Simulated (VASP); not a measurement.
# NaF (P6_3/mmc) in VASP: notebook

The runs below take NaF through single point, relaxation of cell and atoms, with PBEsol, r2SCAN+rVV10.

All numbers are computed with VASP 6.6.1; they aren't measurements. Logs are shortened: lines on timing, memory, paths and dates and some standing lists are left out, and cuts for length are marked.

## Step 1: The cell of the first run

It takes space group P6_3/mmc (No. 194, hexagonal). The conventional cell has a = 3.202 Å, b = 3.202 Å, c = 5.613 Å, α = 90.00°, β = 90.00°, γ = 120.00°. Within 3.1 Å of Na (site symmetry -3m) lie 6 F at 2.32 Å and 2 Na at 2.81 Å. Within 3.1 Å of F (site symmetry -6m2) lie 6 Na at 2.32 Å.

## Step 2: Single point, PBEsol

INCAR reads:

```
SYSTEM = NaF
  ALGO = Normal
  EDIFF = 1E-6
  ENCUT = 520
  GGA = PS
  ISIF = 2
  ISMEAR = -1
  LASPH = .True.
  LCHARG = .False.
  LREAL = .False.
  LWAVE = .False.
  NBANDS = 22
  NELM = 100
  PREC = Accurate
  SIGMA = 0.03
```

KPOINTS reads:

```
k-points
0
Gamma
  9 9 4
  0 0 0
```

POSCAR reads:

```
NaF
1.0
    3.2016417252      0.0000000000      0.0000000000
   -1.6008208626      2.7727030678      0.0000000000
    0.0000000000      0.0000000000      5.6125391666
Na F
2 2
Direct
    0.0000000000      0.0000000000      0.0000000000
    0.0000000000      0.0000000000      0.5000000000
    0.3333333333      0.6666666667      0.2500000000
    0.6666666667      0.3333333333      0.7500000000
```

Potentials or basis: VASP PAW PBE potentials, release 64 (Na_pv, F).

Command:

```bash
> cat potpaw_PBE.64/Na_pv/POTCAR potpaw_PBE.64/F/POTCAR > POTCAR
> mpirun -np 1 vasp_std > vasp.out
```

OUTCAR:

```text
SYSTEM = NaF
   EDIFF = 1E-6
   ENCUT = 520
   GGA = PS
   ISIF = 2
   ISMEAR = -1
   LASPH = .True.
   LREAL = .False.
   NELM = 100
   PREC = Accurate

 ion  position               nearest neighbor table
   1  0.000  0.000  0.000-   3 2.32   4 2.32   3 2.32   4 2.32   4 2.32   3 2.32
   2  0.000  0.000  0.500-   3 2.32   4 2.32   3 2.32   4 2.32   4 2.32   3 2.32
   3  0.333  0.667  0.250-   1 2.32   2 2.32   1 2.32   2 2.32   1 2.32   2 2.32
   4  0.667  0.333  0.750-   1 2.32   2 2.32   1 2.32   2 2.32   1 2.32   2 2.32

  LATTYP: Found a hexagonal cell.
 ALAT       =     3.2016417252
 C/A-ratio  =     1.7530191222

  Lattice vectors:

 A1 = (   3.2016417252,   0.0000000000,   0.0000000000)
 A2 = (  -1.6008208626,   2.7727030678,   0.0000000000)
 A3 = (   0.0000000000,   0.0000000000,   5.6125391666)

Analysis of symmetry for initial positions (statically):
=====================================================================
 Subroutine PRICEL returns:
 Original cell was already a primitive cell.

 Routine SETGRP: Setting up the symmetry group for a
 hexagonal supercell.

 Subroutine GETGRP returns: Found 24 space group operations
 (whereof 12 operations were pure point group operations)
 out of a pool of 24 trial point group operations.

The static configuration has the point symmetry D_3d.
 The point group associated with its full space group is D_6h.

Analysis of symmetry for dynamics (positions and initial velocities):
=====================================================================
 Subroutine PRICEL returns:
 Original cell was already a primitive cell.

 Routine SETGRP: Setting up the symmetry group for a
 hexagonal supercell.

 Subroutine GETGRP returns: Found 24 space group operations
 (whereof 12 operations were pure point group operations)
 out of a pool of 24 trial point group operations.

The dynamic configuration has the point symmetry D_3d.
 The point group associated with its full space group is D_6h.

 Subroutine INISYM returns: Found 24 space group operations
 (whereof 12 operations are pure point group operations),
 and found     1 'primitive' translations

----------------------------------------------------------------------------------------

                                     Primitive cell

  volume of cell :      49.8236

  direct lattice vectors                    reciprocal lattice vectors
     3.201641725  0.000000000  0.000000000     0.312339757  0.180329443  0.000000000
    -1.600820863  2.772703068  0.000000000     0.000000000  0.360658886  0.000000000
     0.000000000  0.000000000  5.612539167     0.000000000  0.000000000  0.178172476

[... 85 lines left out ...]
   ENCUT  =  520.0 eV  38.22 Ry    6.18 a.u.   5.95  5.95 10.44*2*pi/ulx,y,z
   NELM   =    100;   NELMIN=  2; NELMDL= -5     # of ELM steps
   EDIFF  = 0.1E-05   stopping-criterion for ELM
   LREAL  =      F    real-space projection
   EDIFFG = 0.1E-04   stopping-criterion for IOM
   NSW    =      0    number of steps for IOM
   IBRION =     -1    ionic relax: 0-MD 1-quasi-New 2-CG
   NFREE  =      0    steps in history (QN), initial steepest desc. (CG)
   ISIF   =      2    stress and relaxation
   ISYM   =      2    0-nonsym 1-usesym 2-fastsym
   POTIM  = 0.5000    time-step for ionic-motion
   TEBEG  =    0.0;   TEEND  =   0.0 temperature during run
   PSTRESS=    0.0 pullay stress
   NELECT =      28.0000    total number of electrons
   NUPDOWN=      -1.0000    fix difference up-down
   EMIN   =  10.00;   EMAX   =-10.00  energy-range for DOS
   EFERMI =   0.00;   METHOD = LEGACY
   ISMEAR =    -1;   SIGMA  =   0.03  broadening in eV -4-tet -1-fermi 0-gaus
   EFERMI_NEDOS =   21; number of points for ismear=-14 and -15
   IALGO  =     38    algorithm
   IMIX   =      4    mixing-type and parameters
     AMIX     =   0.40;   BMIX     =  1.00
     AMIX_MAG =   1.60;   BMIX_MAG =  1.00
  volume/ion in A,a.u.               =      12.46        84.06
  Fermi-wavevector in a.u.,A,eV,Ry     =   1.350980  2.552983 24.832643  1.825148
  Thomas-Fermi vector in A             =   2.478440
   LORBIT       =      0    0 simple, 1 ext, 2 COOP (PROOUT), +10 PAW based schemes
   GGA     = PS    functional components
   LHFCALC =     F    Hartree Fock is set to
   AEXX    =    0.0000 exact exchange contribution
   IVDW    =     0    specifies the selected vdW correction
   LEPSILON=     F    determine dielectric tensor
   LRPA    =     F    only Hartree local field effects (RPA)
 non-spin polarized calculation
  energy-cutoff  :      520.00
  volume of cell :       49.82
 maximum number of plane-waves:      1392
 NGX is ok and might be reduce to    24
   NGX = 11   NGY = 11   NGZ = 21

 number of electron      28.0000001 magnetization

 Free energy of the ion-electron system (eV)
  ---------------------------------------------------
  ext. energy  EPLUGINS =         0.00000000
  ---------------------------------------------------
  free energy    TOTEN  =       -17.36009015 eV

  energy without entropy =      -17.36009015  energy(sigma->0) =      -17.36009015

 E-fermi :  -1.3798     XC(G=0):  -9.3216

 val. band max:       -2.0855692420   @ k =   0.0000   0.0000   0.0000
 cond. band min:       3.9934008269   @ k =   0.0000   0.0000   0.0000
 fundamental gap:      6.0789700689
 Fermi energy:        -1.3797543184

 k-point     1 :       0.0000    0.0000    0.0000
  band No.  band energies     occupation
      1     -22.0086      2.00000
      2     -21.2124      2.00000
      3     -21.1087      2.00000
      4     -21.1087      2.00000
      5     -21.0756      2.00000
      6     -21.0756      2.00000
[... 589 lines left out ...]
     21      15.7256      0.00000
     22      17.5058      0.00000

 [... further k-points ...]
[... 5 lines left out ...]
  --------------------------------------------------------------------------------------
  -------------------------------------------------------------------------------------
  Total       -0.0146622     -0.0146622      0.0106129      0.0000000      0.0000000      0.0000000
  in kB       -0.4714903     -0.4714903      0.3412777      0.0000000      0.0000000      0.0000000
  external PRESSURE =      -0.2005676 kB  Pullay stress =       0.0000000 kB

 VOLUME and BASIS-vectors are now :
 -----------------------------------------------------------------------------
  energy-cutoff  :      520.00
  volume of cell :       49.82
      direct lattice vectors                 reciprocal lattice vectors
     3.201641725  0.000000000  0.000000000     0.312339757  0.180329443  0.000000000
    -1.600820863  2.772703068  0.000000000     0.000000000  0.360658886  0.000000000
     0.000000000  0.000000000  5.612539167     0.000000000  0.000000000  0.178172476

 POSITION                                       TOTAL-FORCE (eV/Angst)
 -----------------------------------------------------------------------------------
      0.00000      0.00000      0.00000        -0.000000      0.000000     -0.000000
      0.00000      0.00000      2.80627        -0.000000      0.000000     -0.000000
     -0.00000      1.84847      1.40313         0.000000      0.000000      0.000000
      1.60082      0.92423      4.20940        -0.000000     -0.000000      0.000000
 -----------------------------------------------------------------------------------
    total drift:                               -0.000000      0.000000      0.000000

  FREE ENERGIE OF THE ION-ELECTRON SYSTEM (eV)
  ---------------------------------------------------
  free  energy   TOTEN  =       -17.3600901463 eV

  energy  without entropy=      -17.3600901463  energy(sigma->0) =      -17.36009015
```

stdout:

```text
POSCAR found type information on POSCAR NaF
 POSCAR found :  2 types and       4 ions
 scaLAPACK will be used
 -----------------------------------------------------------------------------
|                                                                             |
|                                                                             |
|     You enforced a specific xc type in the INCAR file but a different       |
|     I HOPE YOU KNOW WHAT YOU ARE DOING!                                     |
|                                                                             |
 -----------------------------------------------------------------------------

 LDA part: xc-table for (Slater+PW92), standard interpolation
 POSCAR, INCAR and KPOINTS ok, starting setup
 FFT: planning ... GRIDC
 FFT: planning ... GRID_SOFT
 FFT: planning ... GRID
 WAVECAR not read
 entering main loop
```

Wall time 11 s (1 thread of Intel Xeon 6975P-C (Granite Rapids), shared host); peak memory 0.17 GiB.

Results:

| Property | Result |
| --- | --- |
| Free energy | -17.3601 eV |
| Pressure | 0.0 GPa |
| Band gap on the k mesh | 6.08 eV, direct |

Levels at points of the mesh, in eV from the valence-band top:
```tsv
k point	band 11	band 12	band 13	band 14	band 15	band 16	band 17	band 18
(0.00, 0.00, 0.00)	-0.20	-0.20	0.00	0.00	6.08	10.52	11.76	16.81
(0.00, 0.00, 0.50)	-0.10	-0.10	-0.10	-0.10	7.84	7.84	14.52	14.52
```

Caveat: the PAW data sets were made with another functional, which shifts forces and pressure a little.

## Step 3: Relaxation of cell and atoms, PBEsol

This run uses another cell than the first one, of 9.06 Å³/atom, 0.728 times its volume.

INCAR reads:

```
  ALGO = Normal
  EDIFF = 1E-6
  EDIFFG = -0.01
  ENCUT = 600
  GGA = PS
  IBRION = 2
  ISIF = 3
  ISMEAR = -1
  LASPH = T
  LCHARG = F
  LREAL = F
  LWAVE = F
  NELM = 60
  NSW = 100
  PREC = Accurate
  SIGMA = 0.03
```

KPOINTS reads:

```
k-points
0
Gamma
  9 9 4
```

POSCAR reads:

```
NaF
1.0
    2.9502628500      0.0000000000      0.0000000000
   -1.4751314250      2.5550025759      0.0000000000
    0.0000000000      0.0000000000      4.8089284455
Na F
2 2
Direct
    0.0000000000      0.0000000000      0.0000000000
    0.0000000000      0.0000000000      0.5000000000
    0.3333333333      0.6666666667      0.2500000000
    0.6666666667      0.3333333333      0.7500000000
```

Potentials or basis: VASP PAW PBE potentials, release 64 (Na_pv, F).

Command:

```bash
> cat potpaw_PBE.64/Na_pv/POTCAR potpaw_PBE.64/F/POTCAR > POTCAR
> mpirun -np 1 vasp_std > vasp.out
```

It took 40 s on 1 thread of Intel Xeon 6975P-C (Granite Rapids), shared host; peak memory 0.16 GiB.

The run converged. Its results:

```
Free energy                            : -17.3266 eV
Relaxed volume                         : 12.31 Å³/atom
Relaxed cell                           : a = 3.196 Å, b = 3.196 Å, c = 5.568 Å, α = 90.00°, β = 90.00°, γ = 120.00°
Space group after relaxing (to 0.05 Å) : P6_3/mmc (No. 194)
Energy gained by relaxing              : 273.5 meV/atom
Ionic steps                            : 7
Pressure after relaxing                : 0.0 GPa
Band gap on the k mesh                 : 6.15 eV, direct
```

Step by step:
| step | energy change (eV) | largest force (eV/Å) | pressure (GPa) | volume (Å³) |
| --- | --- | --- | --- | --- |
| 1 | 0.0000 | 0.0000 | 33.17 | 36.25 |
| 2 | -1.0530 | 0.0000 | 3.23 | 47.00 |
| 3 | -1.0624 | 0.0000 | -2.70 | 51.99 |
| 4 | -1.0814 | 0.0000 | -0.35 | 49.76 |
| 5 | -1.0813 | 0.0000 | 0.05 | 49.46 |
| 6 | -1.0893 | 0.0000 | 0.03 | 49.38 |
| 7 | -1.0940 | 0.0000 | 0.04 | 49.24 |

Final structure:
```cif
data_structure
_symmetry_space_group_name_H-M 'P 1'
_symmetry_Int_Tables_number 1
_cell_length_a 3.1956
_cell_length_b 3.1956
_cell_length_c 5.5678
_cell_angle_alpha 90.000
_cell_angle_beta 90.000
_cell_angle_gamma 120.000
_cell_volume 49.24
loop_
_atom_site_label
_atom_site_type_symbol
_atom_site_fract_x
_atom_site_fract_y
_atom_site_fract_z
_atom_site_occupancy
Na1 Na 0.00000 0.00000 0.00000 1
Na2 Na 0.00000 0.00000 0.50000 1
F1 F 0.33333 0.66667 0.25000 1
F2 F 0.66667 0.33333 0.75000 1
```

Levels at points of the mesh, in eV from the valence-band top:
```
           k point  band 10  band 11  band 12  band 13  band 14  band 15  band 16  band 17  band 18
(0.00, 0.00, 0.00)    -0.21    -0.21    -0.19     0.00     0.00     6.15    10.60    11.93    16.94
(0.00, 0.00, 0.50)    -1.06    -0.11    -0.11    -0.11    -0.11     7.94     7.94    14.66    14.66
```

Caveat: the volume moved by over 15 % at a fixed basis, so the end points are rough; the PAW data sets were made with another functional, which shifts forces and pressure a little. A k mesh can miss the band edges.

(Part 1 of 2 ends here.)
